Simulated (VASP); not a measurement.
# PbS (Galena) (Fm-3m) in VASP: single point with r2SCAN

Aim: the single point of PbS (Galena) with r2SCAN.

Everything below comes from runs of VASP 6.6.1. Logs are shortened: lines on timing, memory, paths and dates and some standing lists are left out, and cuts for length are marked.

## 1. The cell of the first run

It takes space group Fm-3m (No. 225, cubic). Conventional cell: a = 5.941 Å, b = 5.941 Å, c = 5.941 Å, α = 90.00°, β = 90.00°, γ = 90.00°. Pb (site symmetry m-3m) has 6 S at 2.97 Å within 3.9 Å. Within 3.9 Å of S (site symmetry m-3m) lie 6 Pb at 2.97 Å.

## 2. Single point, r2SCAN

Input file POSCAR:

```
PbS
1.0
    0.0000000000      2.9705683225      2.9705683225
    2.9705683225      0.0000000000      2.9705683225
    2.9705683225      2.9705683225      0.0000000000
Pb S
1 1
Direct
    0.0000000000      0.0000000000      0.0000000000
    0.5000000000      0.5000000000      0.5000000000
```

Input file INCAR.step1:

```
SYSTEM = PbS
ALGO     = Normal         ! electronic algorithm
EDIFF    = 1E-5           ! SCF threshold, eV
ENCUT    = 550            ! plane-wave cutoff, eV
GGA      = PE             ! functional
GGA_COMPAT= .FALSE.      
ISMEAR   = 0              ! smearing method
LASPH    = .TRUE.         ! aspherical terms in the spheres
LCHARG   = .FALSE.        ! write CHGCAR
LREAL    = .FALSE.        ! projectors in reciprocal space
LWAVE    = .TRUE.         ! write WAVECAR
NBANDS   = 17             ! bands
NELM     = 120            ! most SCF steps
PREC     = Accurate       ! precision mode
SIGMA    = 0.01           ! smearing width, eV
```

Input file INCAR.step2:

```
SYSTEM = PbS
ALGO     = Normal         ! electronic algorithm
EDIFF    = 1E-6           ! SCF threshold, eV
ENCUT    = 550            ! plane-wave cutoff, eV
GGA_COMPAT= .FALSE.      
ISIF     = 2              ! what is computed and relaxed
ISMEAR   = 0              ! smearing method
ISTART   = 1            
LASPH    = .TRUE.         ! aspherical terms in the spheres
LCHARG   = .FALSE.        ! write CHGCAR
LMIXTAU  = .TRUE.       
LREAL    = .FALSE.        ! projectors in reciprocal space
LWAVE    = .FALSE.        ! write WAVECAR
METAGGA  = R2SCAN         ! meta-GGA
NBANDS   = 17             ! bands
NELM     = 120            ! most SCF steps
PREC     = Accurate       ! precision mode
SIGMA    = 0.01           ! smearing width, eV
```

Input file KPOINTS:

```
k-points
0
G
  6 6 6
  0 0 0
```

Potentials or basis: VASP PAW PBE potentials, release 64 (Pb_d, S).

Started as:

```bash
> cat potpaw_PBE.64/Pb_d/POTCAR potpaw_PBE.64/S/POTCAR > POTCAR
> cp INCAR.step1 INCAR
> mpirun -np 1 vasp_std > vasp.out
> cp INCAR.step2 INCAR
> mpirun -np 1 vasp_std > vasp.out
```

OUTCAR:

```text
SYSTEM = PbS
   EDIFF = 1E-6
   ENCUT = 550
   ISIF = 2
   ISMEAR = 0
   ISTART = 1
   LASPH = .TRUE.
   LREAL = .FALSE.
   METAGGA = R2SCAN
   NELM = 120
   PREC = Accurate

 ion  position               nearest neighbor table
   1  0.000  0.000  0.000-   2 2.97   2 2.97   2 2.97   2 2.97   2 2.97   2 2.97
   2  0.500  0.500  0.500-   1 2.97   1 2.97   1 2.97   1 2.97   1 2.97   1 2.97

  LATTYP: Found a face centered cubic cell.
 ALAT       =     5.9411366450

  Lattice vectors:

 A1 = (   0.0000000000,   2.9705683225,   2.9705683225)
 A2 = (   2.9705683225,   0.0000000000,   2.9705683225)
 A3 = (   2.9705683225,   2.9705683225,   0.0000000000)

Analysis of symmetry for initial positions (statically):
=====================================================================
 Subroutine PRICEL returns:
 Original cell was already a primitive cell.

 Routine SETGRP: Setting up the symmetry group for a
 face centered cubic supercell.

 Subroutine GETGRP returns: Found 48 space group operations
 (whereof 48 operations were pure point group operations)
 out of a pool of 48 trial point group operations.

The static configuration has the point symmetry O_h .

Analysis of symmetry for dynamics (positions and initial velocities):
=====================================================================
 Subroutine PRICEL returns:
 Original cell was already a primitive cell.

 Routine SETGRP: Setting up the symmetry group for a
 face centered cubic supercell.

 Subroutine GETGRP returns: Found 48 space group operations
 (whereof 48 operations were pure point group operations)
 out of a pool of 48 trial point group operations.

The dynamic configuration has the point symmetry O_h .

 Subroutine INISYM returns: Found 48 space group operations
 (whereof 48 operations are pure point group operations),
 and found     1 'primitive' translations

----------------------------------------------------------------------------------------

                                     Primitive cell

  volume of cell :      52.4262

  direct lattice vectors                    reciprocal lattice vectors
     0.000000000  2.970568323  2.970568323    -0.168317960  0.168317960  0.168317960
     2.970568323  0.000000000  2.970568323     0.168317960 -0.168317960  0.168317960
     2.970568323  2.970568323  0.000000000     0.168317960  0.168317960 -0.168317960

  length of vectors
     4.201018010  4.201018010  4.201018010     0.291535258  0.291535258  0.291535258

  position of ions in fractional coordinates (direct lattice)
     0.000000000  0.000000000  0.000000000
     0.500000000  0.500000000  0.500000000

  ion indices of the primitive-cell ions
   primitive index   ion index
                 1           1
                 2           2

----------------------------------------------------------------------------------------

 KPOINTS: k-points

Automatic generation of k-mesh.
 Grid dimensions read from file:
 generate k-points for:    6    6    6

 Generating k-lattice:

  Cartesian coordinates                     Fractional coordinates (reciprocal lattice)
    -0.028052993  0.028052993  0.028052993     0.166666667  0.000000000  0.000000000
     0.028052993 -0.028052993  0.028052993     0.000000000  0.166666667  0.000000000
     0.028052993  0.028052993 -0.028052993     0.000000000  0.000000000  0.166666667

  Length of vectors
     0.048589210  0.048589210  0.048589210

  Shift w.r.t. Gamma in fractional coordinates (k-lattice)
     0.000000000  0.000000000  0.000000000

 Subroutine IBZKPT returns following result:
 ===========================================

 Found     16 irreducible k-points:

 Following reciprocal coordinates:
            Coordinates               Weight
  0.000000  0.000000  0.000000      1.000000
  0.166667  0.000000  0.000000      8.000000
  0.333333  0.000000  0.000000      8.000000
  0.500000  0.000000  0.000000      4.000000
  0.166667  0.166667  0.000000      6.000000
  0.333333  0.166667  0.000000     24.000000
[... 8 lines left out ...]
 -0.333333  0.333333  0.166667     24.000000
 -0.333333  0.500000  0.166667     12.000000
   k-points           NKPTS =     16   k-points in BZ     NKDIM =     16   number of bands    NBANDS=     17
   number of dos      NEDOS =    301   number of ions     NIONS =      2
   total plane-waves  NPLWV =  32768
   dimension x,y,z NGX =    32 NGY =   32 NGZ =   32
   dimension x,y,z NGXF=    64 NGYF=   64 NGZF=   64
   ions per type =               1   1
   NGX,Y,Z   is equivalent  to a cutoff of  12.66, 12.66, 12.66 a.u.
   NGXF,Y,Z  is equivalent  to a cutoff of  25.33, 25.33, 25.33 a.u.
 SYSTEM =  PbS
   PREC   = accura    normal or accurate (medium, high low for compatibility)
   ISTART =      1    job   : 0-new  1-cont  2-samecut
   ICHARG =      0    charge: 1-file 2-atom 10-const
   ISPIN  =      1    spin polarized calculation?
   LNONCOLLINEAR =      F non collinear calculations
   LSORBIT =      F    spin-orbit coupling
   LASPH  =      T    aspherical Exc in radial PAW
   ENCUT  =  550.0 eV  40.42 Ry    6.36 a.u.   8.03  8.03  8.03*2*pi/ulx,y,z
   NELM   =    120;   NELMIN=  2; NELMDL=  0     # of ELM steps
   EDIFF  = 0.1E-05   stopping-criterion for ELM
   LREAL  =      F    real-space projection
   EDIFFG = 0.1E-04   stopping-criterion for IOM
   NSW    =      0    number of steps for IOM
   IBRION =     -1    ionic relax: 0-MD 1-quasi-New 2-CG
   NFREE  =      0    steps in history (QN), initial steepest desc. (CG)
   ISIF   =      2    stress and relaxation
   ISYM   =      2    0-nonsym 1-usesym 2-fastsym
   POTIM  = 0.5000    time-step for ionic-motion
   TEBEG  =    0.0;   TEEND  =   0.0 temperature during run
   PSTRESS=    0.0 pullay stress
   NELECT =      20.0000    total number of electrons
   NUPDOWN=      -1.0000    fix difference up-down
   EMIN   =  10.00;   EMAX   =-10.00  energy-range for DOS
   EFERMI =   0.00;   METHOD = LEGACY
   ISMEAR =     0;   SIGMA  =   0.01  broadening in eV -4-tet -1-fermi 0-gaus
   EFERMI_NEDOS =   21; number of points for ismear=-14 and -15
   IALGO  =     38    algorithm
   IMIX   =      4    mixing-type and parameters
     AMIX     =   0.40;   BMIX     =  1.00
     AMIX_MAG =   1.60;   BMIX_MAG =  1.00
  volume/ion in A,a.u.               =      26.21       176.89
  Fermi-wavevector in a.u.,A,eV,Ry     =   1.187322  2.243714 19.180598  1.409734
  Thomas-Fermi vector in A             =   2.323476
   LORBIT       =      0    0 simple, 1 ext, 2 COOP (PROOUT), +10 PAW based schemes
   METAGGA = R2SCAN    functional components
   LHFCALC =     F    Hartree Fock is set to
   AEXX    =    0.0000 exact exchange contribution
   IVDW    =     0    specifies the selected vdW correction
   LEPSILON=     F    determine dielectric tensor
   LRPA    =     F    only Hartree local field effects (RPA)
 non-spin polarized calculation
 Gauss-broadening in eV      SIGMA  =   0.01
  energy-cutoff  :      550.00
  volume of cell :       52.43
 maximum number of plane-waves:      1572
   NGX = 17   NGY = 17   NGZ = 17

 number of electron      19.9999999 magnetization

 Free energy of the ion-electron system (eV)
  ---------------------------------------------------
  ext. energy  EPLUGINS =         0.00000000
  ---------------------------------------------------
  free energy    TOTEN  =       -65.61026767 eV

  energy without entropy =      -65.61026767  energy(sigma->0) =      -65.61026767

 E-fermi :   5.7299     XC(G=0): -10.2311

 val. band max:        5.6370951305   @ k =   0.5000   0.0000   0.0000
 cond. band min:       6.2777650469   @ k =   0.5000   0.0000   0.0000
 fundamental gap:      0.6406699164
 Fermi energy:         5.7298897829

 k-point     1 :       0.0000    0.0000    0.0000
  band No.  band energies     occupation
      1     -11.8059      2.00000
      2     -11.8059      2.00000
      3     -11.8059      2.00000
      4     -11.7900      2.00000
      5     -11.7900      2.00000
      6      -8.5342      2.00000
[... 9 lines left out ...]
     16      12.7857      0.00000
     17      14.7126      0.00000

 k-point     2 :       0.1667    0.0000    0.0000
  band No.  band energies     occupation
      1     -11.8048      2.00000
      2     -11.8041      2.00000
      3     -11.8041      2.00000
      4     -11.7890      2.00000
      5     -11.7890      2.00000
      6      -8.2979      2.00000
[... 9 lines left out ...]
     16      13.4089      0.00000
     17      16.6421      0.00000

 k-point     3 :       0.3333    0.0000    0.0000
  band No.  band energies     occupation
      1     -11.8178      2.00000
      2     -11.8178      2.00000
      3     -11.8033      2.00000
      4     -11.7691      2.00000
      5     -11.7691      2.00000
      6      -7.7040      2.00000
[... 9 lines left out ...]
     16      14.8587      0.00000
     17      18.4564      0.00000

 k-point     4 :       0.5000    0.0000    0.0000
  band No.  band energies     occupation
      1     -11.8256      2.00000
      2     -11.8256      2.00000
      3     -11.8029      2.00000
      4     -11.7581      2.00000
      5     -11.7581      2.00000
      6      -7.2948      2.00000
[... 9 lines left out ...]
     16      16.2662      0.00000
     17      16.6716      0.00000

 k-point     5 :       0.1667    0.1667    0.0000
  band No.  band energies     occupation
      1     -11.8157      2.00000
      2     -11.8121      2.00000
      3     -11.7917      2.00000
      4     -11.7917      2.00000
      5     -11.7838      2.00000
      6      -8.2116      2.00000
[... 9 lines left out ...]
     16      14.6345      0.00000
     17      15.5732      0.00000

 k-point     6 :       0.3333    0.1667    0.0000
  band No.  band energies     occupation
      1     -11.8442      2.00000
      2     -11.8105      2.00000
      3     -11.7963      2.00000
      4     -11.7787      2.00000
      5     -11.7655      2.00000
      6      -7.7185      2.00000
[... 9 lines left out ...]
     16      15.7786      0.00000
     17      17.6328      0.00000
[... 121 lines left out ...]
 k-point    13 :       0.5000    0.5000    0.0000
  band No.  band energies     occupation
      1     -11.9594      2.00000
      2     -11.8307      2.00000
      3     -11.7649      2.00000
      4     -11.7464      2.00000
      5     -11.7464      2.00000
      6      -6.8366      2.00000
[... 9 lines left out ...]
     16      18.4278      0.00000
     17      18.4278      0.00000

 k-point    14 :       0.5000    0.3333    0.1667
  band No.  band energies     occupation
      1     -11.8766      2.00000
      2     -11.8067      2.00000
      3     -11.7964      2.00000
      4     -11.7662      2.00000
      5     -11.7625      2.00000
      6      -7.2298      2.00000
[... 9 lines left out ...]
     16      16.7732      0.00000
     17      17.1790      0.00000

 k-point    15 :      -0.3333    0.3333    0.1667
  band No.  band energies     occupation
      1     -11.8887      2.00000
      2     -11.8017      2.00000
      3     -11.7864      2.00000
      4     -11.7843      2.00000
      5     -11.7534      2.00000
      6      -6.9350      2.00000
[... 9 lines left out ...]
     16      17.5668      0.00000
     17      18.0594      0.00000

 k-point    16 :      -0.3333    0.5000    0.1667
  band No.  band energies     occupation
      1     -11.9253      2.00000
      2     -11.8105      2.00000
      3     -11.7823      2.00000
      4     -11.7683      2.00000
      5     -11.7463      2.00000
      6      -6.8136      2.00000
[... 9 lines left out ...]
     16      18.0941      0.00000
     17      18.4206      0.00000

------------------------ aborting loop because EDIFF is reached ----------------------------------------

  FORCE on cell =-STRESS in cart. coord.  units (eV):
  Direction    XX          YY          ZZ          XY          YZ          ZX
  --------------------------------------------------------------------------------------
  -------------------------------------------------------------------------------------
  Total        0.3217082      0.3217082      0.3217082      0.0000000     -0.0000000      0.0000000
  in kB        9.8315979      9.8315979      9.8315979      0.0000000     -0.0000000      0.0000000
  external PRESSURE =       9.8315979 kB  Pullay stress =       0.0000000 kB

 VOLUME and BASIS-vectors are now :
 -----------------------------------------------------------------------------
  energy-cutoff  :      550.00
  volume of cell :       52.43
      direct lattice vectors                 reciprocal lattice vectors
     0.000000000  2.970568323  2.970568323    -0.168317960  0.168317960  0.168317960
     2.970568323  0.000000000  2.970568323     0.168317960 -0.168317960  0.168317960
     2.970568323  2.970568323  0.000000000     0.168317960  0.168317960 -0.168317960

 POSITION                                       TOTAL-FORCE (eV/Angst)
 -----------------------------------------------------------------------------------
      0.00000      0.00000      0.00000         0.000000     -0.000000     -0.000000
      2.97057      2.97057      2.97057        -0.000000      0.000000      0.000000
 -----------------------------------------------------------------------------------
    total drift:                                0.000000     -0.000000     -0.000000

  FREE ENERGIE OF THE ION-ELECTRON SYSTEM (eV)
  ---------------------------------------------------
  free  energy   TOTEN  =       -65.6102676650 eV

  energy  without entropy=      -65.6102676650  energy(sigma->0) =      -65.61026767
```

Run time: 46 s. Hardware: 1 thread of Intel Xeon Platinum 8375C at 2.90GHz (Ice Lake), shared host; peak memory 0.19 GiB.

Results:

```
Free energy            : -65.6103 eV
Pressure               : 1.0 GPa
Band gap on the k mesh : 0.64 eV, direct
```

Levels at points of the mesh, in eV from the valence-band top:
```csv
k point,band 6,band 7,band 8,band 9,band 10,band 11,band 12,band 13,band 14,band 15
"(0.00, 0.00, 0.00)",-14.17,-6.11,-2.31,-2.31,-2.31,5.54,5.54,5.54,7.15,7.15
"(0.50, 0.00, 0.00)",-12.93,-9.08,-1.91,-1.91,0.00,0.64,2.19,2.19,9.16,10.63
"(0.50, 0.50, 0.00)",-12.47,-7.36,-5.34,-3.58,-3.58,4.17,5.99,6.07,6.07,11.70
```

Caveat: the PAW data sets were made with another functional, which shifts forces and pressure a little; spin-orbit coupling is left out, which moves the levels of the heavy elements. A k mesh can miss the band edges.
